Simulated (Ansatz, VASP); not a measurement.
## One calculation of Tl, two programs

INCAR

```
SYSTEM = Tl
ALGO     = Normal         ! electronic algorithm
EDIFF    = 1E-6           ! SCF threshold, eV
ENCUT    = 520            ! plane-wave cutoff, eV
GGA      = PE             ! functional
ISIF     = 2              ! what is computed and relaxed
ISMEAR   = 0              ! smearing method
LASPH    = .TRUE.         ! aspherical terms in the spheres
LCHARG   = .FALSE.        ! write CHGCAR
LREAL    = .FALSE.        ! projectors in reciprocal space
LWAVE    = .FALSE.        ! write WAVECAR
NBANDS   = 12             ! bands
NELM     = 100            ! most SCF steps
PREC     = Accurate       ! precision mode
SIGMA    = 0.1            ! smearing width, eV
```

KPOINTS

```
k-points
0
G
  15 15 15
  0 0 0
```

POSCAR

```
Tl
1.0
   -1.9411746900      1.9411746900      1.9411746900
    1.9799946900     -1.9799946900      2.0188146900
    1.9799946900      2.0188146900     -1.9799946900
Tl
1
Direct
    0.0000000000      0.0000000000      0.0000000000
```

Input for Ansatz:

```yaml
crystal:
  lattice:
    - [-1.94117469, 1.94117469, 1.94117469]
    - [1.97999469, -1.97999469, 2.01881469]
    - [1.97999469, 2.01881469, -1.97999469]
  atoms:
    - { symbol: Tl, position: [0.0, 0.0, 0.0] }
basis:
  ecutwfc: 420
kpoints:
  mp_grid: { grid: [15, 15, 15] }
hamiltonian:
  xc: pbe
scf:
  occupations: { method: gaussian, width: 0.1 }
output:
  forces: true
  stress: true
  eigenvalues: true
```

Alike in both runs: task single point; functional PBE; k mesh 15 × 15 × 15; occupations gaussian, width 0.1 eV; no spin polarisation.

|  | VASP | Ansatz |
| --- | --- | --- |
| version | VASP 6.6.1 | Ansatz 0.2.0 |
| potentials or method | VASP PAW PBE potentials, release 64 (Tl_d), cutoff 520 eV | scalar-relativistic, plane waves, PAW |
| valence electrons in the cell | 13 | 13 |

|  | VASP | Ansatz | Ansatz less VASP |
| --- | --- | --- | --- |
| gap on the k mesh at the Fermi level (eV) | none | none | - |
| pressure (GPa) | 0.3 | 0.4 | +0.06 |
| traceless stress, the component that is largest in VASP (GPa) | -0.09 | -0.09 | +0.001 |

A gap of «none» marks a metal or a gap that the smearing closes. With one functional, cell and mesh, what is left measures potentials, basis and numerics.

Spin-orbit coupling is off throughout.
